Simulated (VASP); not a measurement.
**PtS2: relaxation of cell and atoms with PBEsol**

The system is PtS2.

```
Pt S
1.0
     3.54320    0.00000    0.00000
    -1.77160    3.06850    0.00000
     0.00000    0.00000    5.03880
Pt S
1 2
Direct
  0.00000 0.00000 0.00000
  0.66667 0.33333 0.77300
  0.33333 0.66667 0.22700
```

```
Program                : VASP 6.6.1
Task                   : relaxation of cell and atoms
Functional             : PBEsol
Potentials or basis    : VASP PAW PBE potentials, release 64 (Pt, S)
Cutoff                 : 600 eV
k mesh                 : 9 × 9 × 5
Occupations            : fermi-dirac, width 0.05 eV
Spin                   : no spin polarisation
Dipole correction      : no
Further INCAR settings : ALGO = Normal; EDIFF = 1e-07; IBRION = 2; EDIFFG = -0.01; NSW = 60; ISIF = 3
```

```json
{
  "Relaxed volume": "17.64 Å³/atom",
  "Relaxed cell": "a = 3.566 Å, b = 3.566 Å, c = 4.806 Å, α = 90.00°, β = 90.00°, γ = 120.00°",
  "Space group after relaxing (to 0.05 Å)": "P-3m1 (No. 164)",
  "Energy gained by relaxing": "22.4 meV/atom",
  "Ionic steps": "25",
  "Pressure after relaxing": "0.0 GPa",
  "Largest force after relaxing": "0.008 eV/Å",
  "Band gap on the k mesh": "0.36 eV, indirect (least direct gap 0.89 eV)"
}
```

Forces on the atoms (eV/Å):
```
Pt   0.000  0.000  0.000
S    0.000  0.000  0.008
S    0.000  0.000 -0.008
```

Stress tensor (GPa, compression positive):
```
 0.04  0.00  0.00
 0.00  0.04  0.00
 0.00  0.00 -0.04
```

Step by step:
```csv
step,energy change (eV),largest force (eV/Å),pressure (GPa),volume (Å³)
1,0.0000,0.9300,6.14,54.78
2,0.1055,0.8711,-9.97,60.53
3,-0.0504,0.1985,-0.67,56.75
4,-0.0504,0.2155,-0.52,56.70
5,-0.0574,0.1265,-0.32,56.45
6,-0.0600,0.0298,-0.12,56.18
7,-0.0600,0.0260,-0.11,56.17
8,-0.0603,0.0378,0.00,56.05
9,-0.0610,0.0729,0.34,55.69
10,-0.0614,0.1445,1.05,54.96
11,-0.0614,0.1444,1.06,54.96
12,-0.0615,0.1445,1.06,54.93
13,-0.0616,0.1444,1.06,54.89
14,-0.0619,0.1446,1.06,54.79
15,-0.0625,0.1447,1.07,54.61
16,-0.0634,0.1456,1.09,54.24
17,-0.0647,0.1501,1.17,53.49
18,-0.0638,0.1667,1.52,51.98
19,-0.0649,0.1631,1.37,52.77
20,-0.0665,0.0915,0.61,52.89
21,-0.0670,0.0217,-0.11,53.00
22,-0.0670,0.0288,-0.04,52.99
23,-0.0670,0.0251,-0.03,52.98
24,-0.0671,0.0142,-0.01,52.96
25,-0.0672,0.0079,0.02,52.93
```

Final structure:
```cif
data_structure
_symmetry_space_group_name_H-M 'P 1'
_symmetry_Int_Tables_number 1
_cell_length_a 3.5662
_cell_length_b 3.5662
_cell_length_c 4.8057
_cell_angle_alpha 90.000
_cell_angle_beta 90.000
_cell_angle_gamma 120.000
_cell_volume 52.93
loop_
_atom_site_label
_atom_site_type_symbol
_atom_site_fract_x
_atom_site_fract_y
_atom_site_fract_z
_atom_site_occupancy
Pt1 Pt 0.00000 0.00000 0.00000 1
S1 S 0.66667 0.33333 0.75056 1
S2 S 0.33333 0.66667 0.24944 1
```

Levels at points of the mesh, in eV from the valence-band top:
| k point | band 8 | band 9 | band 10 | band 11 | band 12 | band 13 | band 14 | band 15 |
| --- | --- | --- | --- | --- | --- | --- | --- | --- |
| (0.00, 0.00, 0.00) | -2.33 | -1.43 | -1.43 | 0.00 | 1.56 | 1.56 | 3.87 | 5.09 |

It took 18 min on 1 thread of Intel Xeon 8259CL (shared host), peak memory 0.22 GiB.

Caveat: the PAW data sets were made with another functional, which shifts forces and pressure a little; spin-orbit coupling is left out, which moves the levels of the heavy elements. A k mesh can miss the band edges.
